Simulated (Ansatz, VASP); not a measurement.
# Os in VASP and in Ansatz

Contents of INCAR:

```
SYSTEM = Os
PREC = Accurate
ENCUT = 520
EDIFF = 1E-6
ISMEAR = -1
SIGMA = 0.1
LREAL = .FALSE.
LASPH = .TRUE.
NELM = 100
ALGO = Normal
ISIF = 2
LWAVE = .FALSE.
LCHARG = .TRUE.
GGA = PS
LELF = .TRUE.
LVHAR = .TRUE.
NBANDS = 19
```

File KPOINTS:

```
regular mesh
0
G
  10 10 13
  0 0 0
```

Contents of POSCAR:

```
Os
1.0
    4.3967181959      0.0000000000      0.0000000000
   -2.1983590979      3.8076696509      0.0000000000
    0.0000000000      0.0000000000      2.7630942455
Os
3
Direct
    0.0000000000      0.0000000000      1.0000000000
    0.3333333333      0.6666666667      0.5000000000
    0.6666666667      0.3333333333      0.5000000000
```

Input for Ansatz:

```yaml
crystal:
  lattice:
    - [4.3967181959, 0.0, 0.0]
    - [-2.1983590979, 3.8076696509, 0.0]
    - [0.0, 0.0, 2.7630942455]
  atoms:
    - { symbol: Os, position: [0.0, 0.0, 1.0] }
    - { symbol: Os, position: [0.3333333333, 0.6666666667, 0.5] }
    - { symbol: Os, position: [0.6666666667, 0.3333333333, 0.5] }
hamiltonian:
  xc: pbesol
  pseudopotentials:
    kind: paw
    azcp:
      Os: "pseudopotentials/Os.paw.azcp"
basis:
  ecutwfc: 420
  fft_grid_basis: typed
kpoints:
  mp_grid: { grid: [10, 10, 13], shift: [0, 0, 0] }
magnetization:
  spin_polarized: false
scf:
  occupations: { method: fermi_dirac, width: 0.1 }
  lower_state_search: "off"
output:
  stress: true
```

Alike in both runs: task single point; functional PBEsol; k mesh 10 × 10 × 13; occupations fermi-dirac, width 0.1 eV; no spin polarisation.

|  | VASP | Ansatz |
| --- | --- | --- |
| version | VASP 6.6.1 | Ansatz 0.2.0 |
| potentials or method | VASP PAW PBE potentials, release 64 (Os), cutoff 520 eV | plane waves (420 eV) with PAW, scalar-relativistic |
| valence electrons in the cell | 24 | 48 |

|  | VASP | Ansatz | Ansatz less VASP |
| --- | --- | --- | --- |
| pressure (GPa) | -26.1 | -25.9 | +0.26 |
| traceless stress, the component that is largest in VASP (GPa) | 3.02 | 2.91 | -0.112 |

VASP's potentials were made for PBE, not for PBEsol, and Ansatz warns of the same on its side. VASP's potentials hold 24 valence electrons a cell and Ansatz's 48, so a difference there can come from the potentials and not from the codes.

Neither program's run includes spin-orbit coupling.
